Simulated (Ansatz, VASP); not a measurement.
## Two plane-wave programs on Al2O3

File POSCAR:

```
Al2O3
1.0
    2.8641420153      0.0000000000      0.0000000000
   -1.4320710077      2.4804197453      0.0000000000
    0.0000000000      0.0000000000      6.8332800470
Al O
2 3
Direct
    0.3333333333      0.6666666667      0.1993408405
    0.6666666667      0.3333333333      0.8006591595
    0.0000000000      0.0000000000      0.0000000000
    0.3333333333      0.6666666667      0.7032066442
    0.6666666667      0.3333333333      0.2967933558
```

INCAR.step1

```
SYSTEM = Al2O3
PREC     = Accurate       ! precision mode
ENCUT    = 520            ! plane-wave cutoff, eV
ISMEAR   = 0              ! smearing method
SIGMA    = 0.01           ! smearing width, eV
LREAL    = .FALSE.        ! projectors in reciprocal space
LASPH    = .TRUE.         ! aspherical terms in the spheres
NELM     = 100            ! most SCF steps
NBANDS   = 20             ! bands
GGA      = PE             ! functional
ALGO     = Normal         ! electronic algorithm
EDIFF    = 1E-4           ! SCF threshold, eV
LWAVE    = .TRUE.         ! write WAVECAR
LCHARG   = .FALSE.        ! write CHGCAR
```

The input INCAR.step2:

```
SYSTEM = Al2O3
PREC     = Accurate       ! precision mode
ENCUT    = 520            ! plane-wave cutoff, eV
EDIFF    = 1E-6           ! SCF threshold, eV
ISMEAR   = 0              ! smearing method
SIGMA    = 0.01           ! smearing width, eV
LREAL    = .FALSE.        ! projectors in reciprocal space
LASPH    = .TRUE.         ! aspherical terms in the spheres
NELM     = 100            ! most SCF steps
ALGO     = Normal         ! electronic algorithm
ISIF     = 2              ! what is computed and relaxed
LWAVE    = .FALSE.        ! write WAVECAR
LCHARG   = .TRUE.         ! write CHGCAR
METAGGA  = R2SCAN         ! meta-GGA
LMIXTAU  = .TRUE.       
LELF     = .TRUE.         ! ELF
LVHAR    = .TRUE.       
NBANDS   = 20             ! bands
ISTART   = 1
```

Contents of KPOINTS:

```
Automatic mesh
0
G
  12 12 4
  0 0 0
```

Input for Ansatz:

```yaml
crystal:
  lattice:
    - [2.8641420153, 0.0, 0.0]
    - [-1.4320710077, 2.4804197453, 0.0]
    - [0.0, 0.0, 6.833280047]
  atoms:
    - { symbol: Al, position: [0.3333333333, 0.6666666667, 0.1993408405] }
    - { symbol: Al, position: [0.6666666667, 0.3333333333, 0.8006591595] }
    - { symbol: O, position: [0.0, 0.0, 0.0] }
    - { symbol: O, position: [0.3333333333, 0.6666666667, 0.7032066442] }
    - { symbol: O, position: [0.6666666667, 0.3333333333, 0.2967933558] }
kpoints:
  mp_grid: { grid: [12, 12, 4] }
  band_path:
    path:
      - [0.0, 0.0, 0.0]
      - [0.5, 0.0, 0.0]
      - [0.3333333333, 0.3333333333, 0.0]
      - [0.0, 0.0, 0.5]
      - [0.5, 0.0, 0.5]
      - [0.3333333333, 0.3333333333, 0.5]
      - [-0.072917, 0.135417, 0.005208]
    npoints: 1
hamiltonian:
  xc: r2scan
scf:
  occupations: { method: fixed }
  n_extra_bands: 5
output:
  forces: true
  stress: true
  eigenvalues: true
```

Alike in both runs: task single point; functional r2SCAN; k mesh 12 × 12 × 4; no spin polarisation.

```csv
,VASP,Ansatz
version,VASP 6.6.1,Ansatz 0.2.0
potentials or method,"VASP PAW PBE potentials, release 64 (Al, O)","plane waves, PAW"
plane-wave cutoff (eV),520,500
occupations,"gaussian, width 0.01 eV",fixed
valence electrons in the cell,24,24
```

|  | VASP | Ansatz | Ansatz less VASP |
| --- | --- | --- | --- |
| gap on the k mesh at the Fermi level (eV) | 5.63 | 5.65 | +0.025 |
| pressure (GPa) | -0.1 | 0.0 | +0.18 |
| traceless stress, the component that is largest in VASP (GPa) | -0.35 | -0.01 | +0.338 |
| rms of the force components (eV/Å) | 0.016 | 0.001 | -0.0151 |

VASP's potentials were made for PBE, not for r2SCAN. Atom by atom the forces differ by 0.017 eV/Å (rms over components).
